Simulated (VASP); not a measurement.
# BaO (e600) (Fm-3m) in VASP: single point with PBEsol

Aim: the single point of BaO (e600) with PBEsol.

All numbers are computed with VASP 6.6.1; they aren't measurements. Logs are shortened: lines on timing, memory, paths and dates and some standing lists are left out, and cuts for length are marked.

## (1) The cell of the first run

It takes space group Fm-3m (No. 225, cubic). The conventional cell has a = 5.490 Å, b = 5.490 Å, c = 5.490 Å, α = 90.00°, β = 90.00°, γ = 90.00°. Within 3.6 Å of Ba (site symmetry m-3m) lie 6 O at 2.75 Å. O (site symmetry m-3m) has 6 Ba at 2.75 Å within 3.6 Å.

## (2) Single point, PBEsol

File INCAR:

```
PREC     = Accurate       # precision mode
ENCUT    = 600            # plane-wave cutoff, eV
EDIFF    = 1E-6           # SCF threshold, eV
ISMEAR   = 0              # smearing method
SIGMA    = 0.02           # smearing width, eV
LREAL    = False          # projectors in reciprocal space
LASPH    = True           # aspherical terms in the spheres
NELM     = 120            # most SCF steps
ALGO     = Normal         # electronic algorithm
ISIF     = 2              # what is computed and relaxed
LWAVE    = False          # write WAVECAR
LCHARG   = False          # write CHGCAR
GGA      = PS             # functional
NBANDS   = 15             # bands
GGA_COMPAT= False
```

File KPOINTS:

```
regular mesh
0
Gamma
  8 8 8
```

File POSCAR:

```
BaO
1.0
    0.0000000000      2.7450539707      2.7450539707
    2.7450539707      0.0000000000      2.7450539707
    2.7450539707      2.7450539707      0.0000000000
Ba O
1 1
Direct
    0.0000000000      0.0000000000      0.0000000000
    0.5000000000      0.5000000000      0.5000000000
```

Potentials or basis: VASP PAW PBE potentials, release 64 (Ba_sv, O).

The run is started by

```
cat potpaw_PBE.64/Ba_sv/POTCAR potpaw_PBE.64/O/POTCAR > POTCAR
mpirun -np 1 vasp_std > vasp.out
```

OUTCAR:

```text
PREC = Accurate
   ENCUT = 600
   EDIFF = 1E-6
   ISMEAR = 0
   LREAL = False
   LASPH = True
   NELM = 120
   ISIF = 2
   GGA = PS

 ion  position               nearest neighbor table
   1  0.000  0.000  0.000-   2 2.75   2 2.75   2 2.75   2 2.75   2 2.75   2 2.75
   2  0.500  0.500  0.500-   1 2.75   1 2.75   1 2.75   1 2.75   1 2.75   1 2.75

  LATTYP: Found a face centered cubic cell.
 ALAT       =     5.4901079414

  Lattice vectors:

 A1 = (   0.0000000000,   2.7450539707,   2.7450539707)
 A2 = (   2.7450539707,   0.0000000000,   2.7450539707)
 A3 = (   2.7450539707,   2.7450539707,   0.0000000000)

Analysis of symmetry for initial positions (statically):
=====================================================================
 Subroutine PRICEL returns:
 Original cell was already a primitive cell.

 Routine SETGRP: Setting up the symmetry group for a
 face centered cubic supercell.

 Subroutine GETGRP returns: Found 48 space group operations
 (whereof 48 operations were pure point group operations)
 out of a pool of 48 trial point group operations.

The static configuration has the point symmetry O_h .

Analysis of symmetry for dynamics (positions and initial velocities):
=====================================================================
 Subroutine PRICEL returns:
 Original cell was already a primitive cell.

 Routine SETGRP: Setting up the symmetry group for a
 face centered cubic supercell.

 Subroutine GETGRP returns: Found 48 space group operations
 (whereof 48 operations were pure point group operations)
 out of a pool of 48 trial point group operations.

The dynamic configuration has the point symmetry O_h .

 Subroutine INISYM returns: Found 48 space group operations
 (whereof 48 operations are pure point group operations),
 and found     1 'primitive' translations

----------------------------------------------------------------------------------------

                                     Primitive cell

  volume of cell :      41.3697

  direct lattice vectors                    reciprocal lattice vectors
     0.000000000  2.745053971  2.745053971    -0.182145781  0.182145781  0.182145781
     2.745053971  0.000000000  2.745053971     0.182145781 -0.182145781  0.182145781
     2.745053971  2.745053971  0.000000000     0.182145781  0.182145781 -0.182145781

  length of vectors
     3.882092555  3.882092555  3.882092555     0.315485747  0.315485747  0.315485747

  position of ions in fractional coordinates (direct lattice)
     0.000000000  0.000000000  0.000000000
     0.500000000  0.500000000  0.500000000

  ion indices of the primitive-cell ions
   primitive index   ion index
                 1           1
[... 80 lines left out ...]
   ISYM   =      2    0-nonsym 1-usesym 2-fastsym
   POTIM  = 0.5000    time-step for ionic-motion
   TEBEG  =    0.0;   TEEND  =   0.0 temperature during run
   PSTRESS=    0.0 pullay stress
   NELECT =      16.0000    total number of electrons
   NUPDOWN=      -1.0000    fix difference up-down
   EMIN   =  10.00;   EMAX   =-10.00  energy-range for DOS
   EFERMI =   0.00;   METHOD = LEGACY
   ISMEAR =     0;   SIGMA  =   0.02  broadening in eV -4-tet -1-fermi 0-gaus
   EFERMI_NEDOS =   21; number of points for ismear=-14 and -15
   IALGO  =     38    algorithm
   IMIX   =      4    mixing-type and parameters
     AMIX     =   0.40;   BMIX     =  1.00
     AMIX_MAG =   1.60;   BMIX_MAG =  1.00
  volume/ion in A,a.u.               =      20.68       139.59
  Fermi-wavevector in a.u.,A,eV,Ry     =   1.192762  2.253994 19.356766  1.422682
  Thomas-Fermi vector in A             =   2.328793
   LORBIT       =      0    0 simple, 1 ext, 2 COOP (PROOUT), +10 PAW based schemes
   GGA     = PS    functional components
   LHFCALC =     F    Hartree Fock is set to
   AEXX    =    0.0000 exact exchange contribution
   IVDW    =     0    specifies the selected vdW correction
   LEPSILON=     F    determine dielectric tensor
   LRPA    =     F    only Hartree local field effects (RPA)
 non-spin polarized calculation
 Gauss-broadening in eV      SIGMA  =   0.02
  energy-cutoff  :      600.00
  volume of cell :       41.37
 maximum number of plane-waves:      1411
   NGX = 15   NGY = 15   NGZ = 15

 number of electron      15.9999997 magnetization

 Free energy of the ion-electron system (eV)
  ---------------------------------------------------
  ext. energy  EPLUGINS =         0.00000000
  ---------------------------------------------------
  free energy    TOTEN  =       -12.39493021 eV

  energy without entropy =      -12.39493021  energy(sigma->0) =      -12.39493021

 E-fermi :   2.0456     XC(G=0):  -9.9787

 val. band max:        1.8976901892   @ k =   0.5000   0.5000   0.0000
 cond. band min:       3.6673354136   @ k =   0.5000   0.5000   0.0000
 fundamental gap:      1.7696452244
 Fermi energy:         2.0455901763

 k-point     1 :       0.0000    0.0000    0.0000
  band No.  band energies     occupation
      1     -23.9542      2.00000
      2     -13.1147      2.00000
      3      -8.3885      2.00000
      4      -8.3885      2.00000
      5      -8.3885      2.00000
      6       1.4709      2.00000
      7       1.4709      2.00000
      8       1.4709      2.00000
      9       5.3718      0.00000
     10       6.5083      0.00000
     11       6.5083      0.00000
     12       6.5083      0.00000
     13       8.8644      0.00000
     14       8.8644      0.00000
[... 401 lines left out ...]
      2     -13.7500      2.00000
      3      -9.0820      2.00000
      4      -9.0772      2.00000
      5      -8.5036      2.00000
      6       0.2130      2.00000
      7       0.8793      2.00000
      8       0.9440      2.00000
      9       6.6815      0.00000
     10       7.2979      0.00000
     11       9.8414      0.00000
     12       9.8597      0.00000
     13      12.1574      0.00000
     14      13.7684      0.00000
     15      14.1158      0.00000

 [... further k-points ...]
[... 5 lines left out ...]
  --------------------------------------------------------------------------------------
  -------------------------------------------------------------------------------------
  Total        0.4715166      0.4715166      0.4715166      0.0000000      0.0000000     -0.0000000
  in kB       18.2610140     18.2610140     18.2610140      0.0000000      0.0000000     -0.0000000
  external PRESSURE =      18.2610140 kB  Pullay stress =       0.0000000 kB

 VOLUME and BASIS-vectors are now :
 -----------------------------------------------------------------------------
  energy-cutoff  :      600.00
  volume of cell :       41.37
      direct lattice vectors                 reciprocal lattice vectors
     0.000000000  2.745053971  2.745053971    -0.182145781  0.182145781  0.182145781
     2.745053971  0.000000000  2.745053971     0.182145781 -0.182145781  0.182145781
     2.745053971  2.745053971  0.000000000     0.182145781  0.182145781 -0.182145781

 POSITION                                       TOTAL-FORCE (eV/Angst)
 -----------------------------------------------------------------------------------
      0.00000      0.00000      0.00000        -0.000000      0.000000      0.000000
      2.74505      2.74505      2.74505         0.000000     -0.000000     -0.000000
 -----------------------------------------------------------------------------------
    total drift:                                0.000000     -0.000000      0.000000

  FREE ENERGIE OF THE ION-ELECTRON SYSTEM (eV)
  ---------------------------------------------------
  free  energy   TOTEN  =       -12.3949302099 eV

  energy  without entropy=      -12.3949302099  energy(sigma->0) =      -12.39493021
```

stdout:

```text
POSCAR found type information on POSCAR BaO
 POSCAR found :  2 types and       2 ions
 scaLAPACK will be used
 -----------------------------------------------------------------------------
|                                                                             |
|                                                                             |
|     You enforced a specific xc type in the INCAR file but a different       |
|     I HOPE YOU KNOW WHAT YOU ARE DOING!                                     |
|                                                                             |
 -----------------------------------------------------------------------------

 LDA part: xc-table for (Slater+PW92), standard interpolation
 POSCAR, INCAR and KPOINTS ok, starting setup
 FFT: planning ... GRIDC
 FFT: planning ... GRID_SOFT
 FFT: planning ... GRID
 WAVECAR not read
 entering main loop
```

Wall time 33 s (1 thread of AMD EPYC 7R43 (Zen 3), shared host); peak memory 0.14 GiB.

What came out:

```
Free energy            : -12.3949 eV
Pressure               : 1.8 GPa
Band gap on the k mesh : 1.77 eV, direct
```

Levels at points of the mesh, in eV from the valence-band top:
```csv
k point,band 5,band 6,band 7,band 8,band 9,band 10,band 11,band 12
"(0.00, 0.00, 0.00)",-10.29,-0.43,-0.43,-0.43,3.47,4.61,4.61,4.61
"(0.50, 0.00, 0.00)",-10.41,-2.17,-1.63,-1.63,4.88,7.22,7.22,8.15
"(0.50, 0.50, 0.00)",-10.93,-0.20,-0.20,0.00,1.77,6.03,9.02,9.38
```

Caveat: the PAW data sets were made with another functional, which shifts forces and pressure a little; spin-orbit coupling is left out, which moves the levels of the heavy elements.
